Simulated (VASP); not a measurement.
Wanted: the native input for a VASP 6.6.1 run.

```
Task                   : single point
Functional             : PBE
Potentials or basis    : VASP PAW PBE potentials, release 64 (Pt)
Cutoff                 : 520 eV
k mesh                 : 9 × 9 × 12
Occupations            : fermi-dirac, width 0.08 eV
Spin                   : no spin polarisation
Dipole correction      : no
Further INCAR settings : ALGO = Normal; EDIFF = 1e-06; NBANDS = 22
```

The structure of Pt lies in POSCAR:

```
Pt
1.0
    4.1195102641      0.0000000000      0.0000000000
   -2.0597551321      3.5676005399      0.0000000000
    0.0000000000      0.0000000000      2.4536172134
Pt
3
Direct
    0.0000000000      0.0000000000      0.0000000000
    0.3333333333      0.6666666667      0.5000000000
    0.6666666667      0.3333333333      0.5000000000
```

This cell differs from its parent crystal: volume scaled by 0.75.

The input as run:

INCAR

```
SYSTEM = Pt
ALGO     = Normal         ! electronic algorithm
EDIFF    = 1E-6           ! SCF threshold, eV
ENCUT    = 520            ! plane-wave cutoff, eV
GGA      = PE             ! functional
ISIF     = 2              ! what is computed and relaxed
ISMEAR   = -1             ! smearing method
LASPH    = .True.         ! aspherical terms in the spheres
LCHARG   = .False.        ! write CHGCAR
LREAL    = .False.        ! projectors in reciprocal space
LWAVE    = .False.        ! write WAVECAR
NBANDS   = 22             ! bands
NELM     = 60             ! most SCF steps
PREC     = Accurate       ! precision mode
SIGMA    = 0.08           ! smearing width, eV
```

KPOINTS

```
k-points
0
Gamma
  9 9 12
  0 0 0
```

Potentials or basis: VASP PAW PBE potentials, release 64 (Pt).

Launch:

```bash
$ cat potpaw_PBE.64/Pt/POTCAR > POTCAR
$ mpirun -np 1 vasp_std > vasp.out
```

Results of the run:

| Property | Result |
| --- | --- |
| Pressure | 144.1 GPa |
| Band gap on the k mesh | zero (band 15 reaches 18.02 eV, above the bottom of band 16 at 15.75 eV) |

Caveat: spin-orbit coupling is left out, which moves the levels of the heavy elements.

Run time: 18 s on 1 thread of Intel(R) Xeon(R) 6975P-C (Granite Rapids) (shared host), peak memory 0.18 GiB.
